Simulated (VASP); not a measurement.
Wanted: the native input for a VASP 6.6.1 run.

| Item | Value |
| --- | --- |
| Task | single point |
| Functional | r2SCAN |
| Potentials or basis | VASP PAW PBE potentials, release 64 (Pb_d) |
| Cutoff | 520 eV |
| k mesh | 6 × 6 × 6 |
| Occupations | gaussian, width 0.1 eV |
| Spin | no spin polarisation |
| Dipole correction | no |
| Further INCAR settings | ALGO = Normal; EDIFF = 1e-07; NBANDS = 13 |

Pb:

```xyz
1
Lattice="0.0000 2.4948 2.4948 2.4948 0.0000 2.4948 2.4948 2.4948 0.0000" Properties=species:S:1:pos:R:3 pbc="T T T"
Pb    0.0000    0.0000    0.0000
```

The input as run:

POSCAR

```
Pb
1.0
    0.0000000000      2.4947547435      2.4947547435
    2.4947547435      0.0000000000      2.4947547435
    2.4947547435      2.4947547435      0.0000000000
Pb
1
Direct
    0.0000000000      0.0000000000      0.0000000000
```

INCAR.step1

```
SYSTEM = Pb
  PREC = Accurate
  ENCUT = 520
  ISMEAR = 0
  SIGMA = 0.1
  LREAL = .False.
  LASPH = .True.
  NELM = 60
  NBANDS = 13
  GGA = PE
  ALGO = Normal
  EDIFF = 1E-4
  LWAVE = .True.
  LCHARG = .False.
```

INCAR.step2

```
SYSTEM = Pb
  PREC = Accurate
  ENCUT = 520
  EDIFF = 1E-7
  ISMEAR = 0
  SIGMA = 0.1
  LREAL = .False.
  LASPH = .True.
  NELM = 60
  ALGO = Normal
  ISIF = 2
  LWAVE = .False.
  LCHARG = .False.
  METAGGA = R2SCAN
  LMIXTAU = .True.
  NBANDS = 13
  ISTART = 1
```

KPOINTS

```
regular mesh
0
Gamma
  6 6 6
  0 0 0
```

Potentials or basis: VASP PAW PBE potentials, release 64 (Pb_d).

Command:

```console
$ cat potpaw_PBE.64/Pb_d/POTCAR > POTCAR
$ cp INCAR.step1 INCAR
$ mpirun -np 1 vasp_std > vasp.out
$ cp INCAR.step2 INCAR
$ mpirun -np 1 vasp_std > vasp.out
```

It gave:

* Pressure: 0.9 GPa
* Band gap on the k mesh: zero (bands 7 and 8 overlap by 9.15 eV)

Caveat: the k points lie up to 0.36 Å⁻¹ apart, too coarse for converged energies and pressures of a metal; the PAW data sets were made with another functional, which shifts forces and pressure a little; spin-orbit coupling is left out, which moves the levels of the heavy elements.

Run time: 86 s on 1 thread of AMD EPYC 7R13, on a shared host, peak memory 0.13 GiB.
